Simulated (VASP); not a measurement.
# MnAs (P6_3/mmc) in VASP: notebook, part 2 of 2

VASP 6.6.1. Earlier steps stand in the parts before.

**3. Single point, PBEsol+U, collinear spin, ferromagnetic start**

This run uses another cell than the first one, of 19.16 Å³/atom.

File INCAR:

```
PREC = Accurate
ENCUT = 680
EDIFF = 1E-6
ISMEAR = -1
SIGMA = 0.05
LREAL = False
LASPH = True
NELM = 200
ALGO = Normal
ISIF = 2
LWAVE = False
LCHARG = False
ISPIN = 2
MAGMOM = 0 0 4 4
LORBIT = 11
LMAXMIX = 4
LDAU = True
LDAUTYPE = 2
LDAUL = -1 2
LDAUU = 0 5
LDAUJ = 0 0
LDAUPRINT = 1
GGA = PS
NBANDS = 42
GGA_COMPAT = False
```

File KPOINTS:

```
regular mesh
0
Gamma
  8 8 5
```

File POSCAR:

```
MnAs
1.0
    3.8325854146      0.0000000000      0.0000000000
   -1.9162927073      3.3191163312      0.0000000000
    0.0000000000      0.0000000000      6.0240385837
As Mn
2 2
Direct
    0.6666666667      0.3333333333      0.7500000000
    0.3333333333      0.6666666667      0.2500000000
    0.0000000000      0.0000000000      0.5000000000
    0.0000000000      0.0000000000      0.0000000000
```

Potentials or basis: VASP PAW PBE potentials, release 64 (As_d, Mn_sv).

Started as:

```
$ cat potpaw_PBE.64/As_d/POTCAR potpaw_PBE.64/Mn_sv/POTCAR > POTCAR
$ mpirun -np 1 vasp_std > vasp.out
```

OUTCAR:

```text
PREC = Accurate
   ENCUT = 680
   EDIFF = 1E-6
   ISMEAR = -1
   LREAL = False
   LASPH = True
   NELM = 200
   ISIF = 2
   ISPIN = 2
   LORBIT = 11
   GGA = PS

 ion  position               nearest neighbor table
   1  0.667  0.333  0.750-   3 2.68   4 2.68   3 2.68   4 2.68   3 2.68   4 2.68
   2  0.333  0.667  0.250-   3 2.68   4 2.68   3 2.68   4 2.68   3 2.68   4 2.68
   3  0.000  0.000  0.500-   1 2.68   2 2.68   2 2.68   1 2.68   1 2.68   2 2.68
   4  0.000  0.000  0.000-   1 2.68   2 2.68   2 2.68   1 2.68   1 2.68   2 2.68

  LATTYP: Found a hexagonal cell.
 ALAT       =     3.8325854146
 C/A-ratio  =     1.5717949979
[... 2462 lines left out ...]
     3.832585415  0.000000000  0.000000000     0.260920473  0.150642505  0.000000000
    -1.916292707  3.319116331  0.000000000     0.000000000  0.301285011  0.000000000
     0.000000000  0.000000000  6.024038584     0.000000000  0.000000000  0.166001593

 POSITION                                       TOTAL-FORCE (eV/Angst)
 -----------------------------------------------------------------------------------
      1.91629      1.10637      4.51803        -0.000000     -0.000000      0.000000
     -0.00000      2.21274      1.50601         0.000000      0.000000      0.000000
      0.00000      0.00000      3.01202        -0.000000      0.000000      0.000000
      0.00000      0.00000      0.00000         0.000000      0.000000      0.000000
 -----------------------------------------------------------------------------------
    total drift:                               -0.000000      0.000000      0.000000

  FREE ENERGIE OF THE ION-ELECTRON SYSTEM (eV)
  ---------------------------------------------------
  free  energy   TOTEN  =       -24.9427722662 eV

  energy  without entropy=      -24.9338029667  energy(sigma->0) =      -24.93828762

 total charge

# of ion       s       p       d       tot
------------------------------------------
    1        1.479   2.069  10.036  13.584
    2        1.479   2.069  10.036  13.584
    3        2.162   6.024   4.672  12.858
    4        2.162   6.024   4.672  12.858
--------------------------------------------------
tot          7.282  16.187  29.415  52.884

 magnetization (x)

# of ion       s       p       d       tot
------------------------------------------
    1        0.012  -0.383   0.013  -0.358
    2        0.012  -0.383   0.013  -0.358
    3        0.034   0.015   4.163   4.212
    4        0.034   0.015   4.163   4.212
--------------------------------------------------
tot          0.093  -0.737   8.352   7.707
```

OSZICAR:

```text
N       E                     dE             d eps       ncg     rms          rms(c)
DAV:   1     0.958627560025E+03    0.95863E+03   -0.30553E+04  7508   0.715E+03
DAV:   2     0.160952386076E+03   -0.79768E+03   -0.76027E+03  5112   0.132E+03
DAV:   3    -0.269855408836E+01   -0.16365E+03   -0.15362E+03  5156   0.358E+02
DAV:   4    -0.199966973085E+02   -0.17298E+02   -0.16781E+02  6564   0.123E+02
DAV:   5    -0.237314386305E+02   -0.37347E+01   -0.36636E+01  9024   0.358E+01    0.159E+01
DAV:   6    -0.251642077589E+02   -0.14328E+01   -0.28580E+01  7728   0.621E+01    0.254E+01
DAV:   7    -0.249760499666E+02    0.18816E+00   -0.44991E+00  7724   0.259E+01    0.839E+00
DAV:   8    -0.249337070742E+02    0.42343E-01   -0.65589E-01  7520   0.917E+00    0.362E+00
DAV:   9    -0.249386082159E+02   -0.49011E-02   -0.13954E-01  7122   0.444E+00    0.896E-01
DAV:  10    -0.249420205041E+02   -0.34123E-02   -0.14684E-02  7806   0.126E+00    0.379E-01
DAV:  11    -0.249427000333E+02   -0.67953E-03   -0.21067E-03  7842   0.319E-01    0.147E-01
DAV:  12    -0.249427347727E+02   -0.34739E-04   -0.16137E-04  7754   0.103E-01    0.641E-02
DAV:  13    -0.249427671482E+02   -0.32375E-04   -0.55574E-05  6422   0.483E-02    0.270E-02
DAV:  14    -0.249427717653E+02   -0.46171E-05   -0.94670E-06  5976   0.270E-02    0.113E-02
DAV:  15    -0.249427722662E+02   -0.50097E-06   -0.27931E-06  5360   0.149E-02
   1 F= -.24942772E+02 E0= -.24938288E+02  d E =-.896930E-02  mag=     8.0628
```

stdout:

```text
POSCAR found type information on POSCAR AsMn
 POSCAR found :  2 types and       4 ions
 scaLAPACK will be used
 -----------------------------------------------------------------------------
|                                                                             |
|                                                                             |
|     You enforced a specific xc type in the INCAR file but a different       |
|     I HOPE YOU KNOW WHAT YOU ARE DOING!                                     |
|                                                                             |
 -----------------------------------------------------------------------------

 LDA part: xc-table for (Slater+PW92), standard interpolation
 POSCAR, INCAR and KPOINTS ok, starting setup
 FFT: planning ... GRIDC
 FFT: planning ... GRID_SOFT
 FFT: planning ... GRID
 WAVECAR not read
 entering main loop
```

Wall time 2.2 min (1 thread of Intel Xeon 6975P-C (Granite Rapids), shared host); peak memory 0.43 GiB.

What came out:

| Property | Result |
| --- | --- |
| Free energy | -24.9428 eV |
| Pressure | -1.7 GPa |
| Net moment | 8.06 μB per cell |
| Site moments | As -0.36; Mn +4.21 μB |
| Valence electrons inside the program's atomic spheres | As 13.58; Mn 12.86 |

Levels at points of the mesh, in eV from the Fermi level:
Spin up:
| k point | band 30 | band 31 | band 32 | band 33 | band 34 | band 35 | band 36 | band 37 | band 38 | band 39 |
| --- | --- | --- | --- | --- | --- | --- | --- | --- | --- | --- |
| (0.00, 0.00, 0.00) | -4.52 | -3.31 | 0.57 | 0.57 | 1.22 | 1.74 | 1.74 | 3.40 | 3.45 | 6.39 |
| (0.50, 0.00, 0.00) | -4.33 | -3.77 | -3.01 | -2.91 | -1.77 | -0.40 | 1.94 | 3.87 | 4.04 | 4.62 |
Spin down:
| k point | band 22 | band 23 | band 24 | band 25 | band 26 | band 27 | band 28 | band 29 | band 30 | band 31 |
| --- | --- | --- | --- | --- | --- | --- | --- | --- | --- | --- |
| (0.00, 0.00, 0.00) | -1.75 | -1.75 | 0.37 | 0.37 | 0.82 | 0.89 | 1.80 | 1.80 | 1.96 | 1.96 |
| (0.50, 0.00, 0.00) | -3.76 | -3.04 | -2.42 | -1.84 | -1.68 | 0.31 | 2.30 | 2.67 | 2.89 | 3.08 |

Eigenvalues of the final occupation matrices:
```
    site  spin  trace               eigenvalues
site 3 d     1   4.44  0.87 0.87 0.90 0.90 0.90
site 3 d     2   0.26  0.02 0.02 0.03 0.10 0.10
site 4 d     1   4.44  0.87 0.87 0.90 0.90 0.90
site 4 d     2   0.26  0.02 0.02 0.03 0.10 0.10
```

Caveat: the PAW data sets were made with another functional, which shifts forces and pressure a little; the run started ferromagnetic, and an antiferromagnetic order may lie lower in energy; the U is typed as a test and isn't derived for this compound. The state reached can hang on the start; a lower one may exist.

**4. Single point, PBEsol+U, collinear spin, ferromagnetic start**

This run uses another cell than the first one, of 20.40 Å³/atom.

File INCAR:

```
ALGO = Normal
EDIFF = 1E-6
ENCUT = 680
GGA = PS
GGA_COMPAT = False
ISIF = 2
ISMEAR = -1
ISPIN = 2
LASPH = True
LCHARG = True
LDAU = True
LDAUJ = 0 0
LDAUL = -1 2
LDAUPRINT = 1
LDAUTYPE = 2
LDAUU = 0 8
LELF = True
LMAXMIX = 4
LORBIT = 11
LREAL = False
LVHAR = True
LWAVE = False
MAGMOM = 0 0 4 4
NBANDS = 42
NELM = 200
PREC = Accurate
SIGMA = 0.05
```

File KPOINTS:

```
k-points
0
Gamma
  8 8 5
```

File POSCAR:

```
MnAs
1.0
    3.8983201710      0.0000000000      0.0000000000
   -1.9491600855      3.3760443002      0.0000000000
    0.0000000000      0.0000000000      6.1997948634
As Mn
2 2
Direct
    0.6666666667      0.3333333333      0.7500000000
    0.3333333333      0.6666666667      0.2500000000
    0.0000000000      0.0000000000      0.5000000000
    0.0000000000      0.0000000000      0.0000000000
```

Started as:

```
$ cat potpaw_PBE.64/As_d/POTCAR potpaw_PBE.64/Mn_sv/POTCAR > POTCAR
$ mpirun -np 1 vasp_std > vasp.out
```

It took 4.7 min on 1 thread of Intel Xeon Platinum 8259CL at 2.50GHz (Skylake/Cascade Lake), shared host; peak memory 0.44 GiB.

The run converged. Its results:

| Property | Result |
| --- | --- |
| Free energy | -23.0551 eV |
| Pressure | -2.3 GPa |
| Net moment | 8.14 μB per cell |
| Site moments | As -0.46; Mn +4.49 μB |
| Valence electrons inside the program's atomic spheres | As 13.55; Mn 12.92 |

Stress tensor (GPa, compression positive):
```
-2.47  0.00  0.00
 0.00 -2.47  0.00
 0.00  0.00 -2.00
```

Levels at points of the mesh, in eV from the Fermi level:
Spin up:
```tsv
k point	band 31	band 32	band 33	band 34	band 35	band 36	band 37	band 38
(0.00, 0.00, 0.00)	-4.06	0.77	0.77	1.26	1.53	1.53	3.02	3.47
(0.50, 0.00, 0.00)	-3.61	-3.39	-2.63	-1.41	-0.59	1.66	3.77	4.02
```
Spin down:
| k point | band 23 | band 24 | band 25 | band 26 | band 27 | band 28 | band 29 | band 30 |
| --- | --- | --- | --- | --- | --- | --- | --- | --- |
| (0.00, 0.00, 0.00) | -1.15 | 0.44 | 0.44 | 0.81 | 1.92 | 3.01 | 3.01 | 3.26 |
| (0.50, 0.00, 0.00) | -2.76 | -2.00 | -1.60 | -1.11 | 1.18 | 3.14 | 4.17 | 4.25 |

Eigenvalues of the final occupation matrices:
```
    site  spin  trace               eigenvalues
site 3 d     1   4.62  0.91 0.91 0.93 0.93 0.93
site 3 d     2   0.15  0.01 0.01 0.02 0.06 0.06
site 4 d     1   4.62  0.91 0.91 0.93 0.93 0.93
site 4 d     2   0.15  0.01 0.01 0.02 0.06 0.06
```

Caveat: the PAW data sets were made with another functional, which shifts forces and pressure a little; the run started ferromagnetic, and an antiferromagnetic order may lie lower in energy; the U is typed as a test and isn't derived for this compound. The state reached can hang on the start; a lower one may exist.

**5. Summary**

```csv
U,cell,gap on the mesh (eV),pressure (GPa),moment (μB)
Mn d U = 6.0 eV,"a = 3.854, b = 3.854, c = 6.089 Å, angles 90.0, 90.0, 120.0°, 4 atoms",none,-1.9,8.09
Mn d U = 5.0 eV,"a = 3.833, b = 3.833, c = 6.024 Å, angles 90.0, 90.0, 120.0°, 4 atoms",none,-1.7,8.06
Mn d U = 8.0 eV,"a = 3.898, b = 3.898, c = 6.200 Å, angles 90.0, 90.0, 120.0°, 4 atoms",none,-2.3,8.14
```

Alike in all rows: task single point; level PBEsol+U; potentials or basis VASP PAW PBE potentials, release 64 (As_d, Mn_sv); spin collinear, ferromagnetic start; k mesh 8 × 8 × 5; cutoff (eV) 680; smearing fermi-dirac 0.05 eV.

Caveats: the PAW data sets were made with another functional, which shifts forces and pressure a little; the run started ferromagnetic, and an antiferromagnetic order may lie lower in energy; the U is typed as a test and isn't derived for this compound.

Total energies depend on the potentials used, so only differences within one code and one set of settings carry meaning.
